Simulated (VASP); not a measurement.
A run of VASP 6.6.1:

INCAR

```
SYSTEM = B
  PREC = Accurate
  ENCUT = 520
  EDIFF = 1E-6
  ISMEAR = 0
  SIGMA = 0.15
  LREAL = .FALSE.
  LASPH = .TRUE.
  NELM = 80
  ALGO = Normal
  ISIF = 2
  LWAVE = .FALSE.
  LCHARG = .TRUE.
  GGA = PS
  LELF = .TRUE.
  LVHAR = .TRUE.
  NBANDS = 8
```

KPOINTS

```
regular mesh
0
G
  33 33 14
  0 0 0
```

File POSCAR:

```
B
1.0
    1.7024335758      0.0000000000      0.0000000000
   -0.8512167879      1.4743507249      0.0000000000
    0.0000000000      0.0000000000      3.5627143930
B
1
Direct
    0.0000000000      0.0000000000      0.0000000000
```

Potentials or basis: VASP PAW PBE potentials, release 64 (B).

Command:

```console
$ cat potpaw_PBE.64/B/POTCAR > POTCAR
$ mpirun -np 1 vasp_std > vasp.out
```

Hardware: 1 thread of Intel Xeon 8259CL, on a shared host.

Question: Estimate the wall time of this run.

Answer: Run time: 71 s on 1 thread of Intel Xeon 8259CL (shared host), peak memory 0.16 GiB. Counts: scf iterations 12, k points 864.
